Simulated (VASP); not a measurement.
Ca2AlO, 4 atoms in the cell. It takes space group P4/mmm (No. 123, tetragonal). Conventional cell: a = 5.428 Å, b = 5.428 Å, c = 3.635 Å, α = 90.00°, β = 90.00°, γ = 90.00°. Within 3.9 Å of Ca (site symmetry mmm) lie 2 Al at 2.71 Å and 2 O at 2.71 Å and 6 Ca at 3.63 to 3.84 Å. Al (site symmetry 4/mmm) has 4 Ca at 2.71 Å and 2 Al at 3.63 Å and 4 O at 3.84 Å within 3.9 Å. O (site symmetry 4/mmm) has 4 Ca at 2.71 Å and 2 O at 3.63 Å and 4 Al at 3.84 Å within 3.9 Å. The cell was generated, and may not be a known phase.

```yaml
Program: VASP 6.6.1
Task: relaxation of cell and atoms
Functional: PBE
Potentials_or_basis: VASP PAW PBE potentials, release 64 (Ca_sv, Al, O)
Cutoff: 600 eV
k_mesh: 8 × 8 × 12
Occupations: gaussian, width 0.1 eV
Spin: no spin polarisation
Dipole_correction: no
Further_INCAR_settings: ALGO = Normal; EDIFF = 1e-07; IBRION = 2; EDIFFG = -0.01; NSW = 100; ISIF = 3
```

Potentials or basis: VASP PAW PBE potentials, release 64 (Ca_sv, Al, O).

Launch:

```console
$ cat potpaw_PBE.64/Ca_sv/POTCAR potpaw_PBE.64/Al/POTCAR potpaw_PBE.64/O/POTCAR > POTCAR
$ mpirun -np 1 vasp_std > vasp.out
```

Hardware: 1 thread of Intel(R) Xeon(R) 6975P-C (Granite Rapids), with other jobs on the host.

Question: How long does it take, and how much memory?

Answer: Run time: 6.7 min on 1 thread of Intel(R) Xeon(R) 6975P-C (Granite Rapids), with other jobs on the host, peak memory 0.45 GiB. Counts: scf iterations 54, k points 105, ion steps 5.
